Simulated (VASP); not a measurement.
Set up this calculation in VASP 6.6.1, as the native input.

```yaml
Task: relaxation of volume and atoms at fixed shape
Functional: PBEsol
Potentials_or_basis: VASP PAW PBE potentials, release 64 (Ti_sv)
Cutoff: 500 eV
k_mesh: 10 × 10 × 5
Occupations: methfessel-paxton, width 0.05 eV
Spin: no spin polarisation
Dipole_correction: no
Further_INCAR_settings: ALGO = Normal; EDIFF = 1e-07; IBRION = 2; EDIFFG = -0.01; NSW = 50; ISIF = 8
```

The structure of Ti lies in POSCAR:

```
Ti
1.0
    2.9500000000      0.0000000000      0.0000000000
   -1.4750000000      2.5547750000      0.0000000000
    0.0000000000      0.0000000000      4.6800000000
Ti
2
Direct
    0.3333333333      0.6666666667      0.2500000000
    0.6666666667      0.3333333333      0.7500000000
```

One way to write it, as run:

INCAR

```
PREC = Accurate
ENCUT = 500
EDIFF = 1E-7
ISMEAR = 1
SIGMA = 0.05
LREAL = F
LASPH = T
NELM = 120
ALGO = Normal
ISIF = 8
LWAVE = F
LCHARG = F
GGA = PS
IBRION = 2
NSW = 50
EDIFFG = -0.01
GGA_COMPAT = F
NELMIN = 4
```

KPOINTS

```
regular mesh
0
Gamma
  10 10 5
```

Potentials or basis: VASP PAW PBE potentials, release 64 (Ti_sv).

The run is started by

```sh
$ cat potpaw_PBE.64/Ti_sv/POTCAR > POTCAR
$ mpirun -np 1 vasp_std > vasp.out
```

It gave:

```json
{
 "Relaxed volume": "16.68 Å³/atom",
 "Relaxed cell": "a = 2.896 Å, b = 2.896 Å, c = 4.594 Å, α = 90.00°, β = 90.00°, γ = 120.00°",
 "Space group after relaxing (to 0.05 Å)": "P6_3/mmc (No. 194)",
 "Energy gained by relaxing": "19.0 meV/atom",
 "Ionic steps": "3",
 "Pressure after relaxing": "0.0 GPa",
 "Band gap on the k mesh": "zero (band 12 reaches 9.44 eV, above the bottom of band 13 at 8.34 eV)"
}
```

Caveat: the PAW data sets were made with another functional, which shifts forces and pressure a little.

It took 110 s on 1 thread of Intel Xeon 8259CL (shared host), peak memory 0.17 GiB.
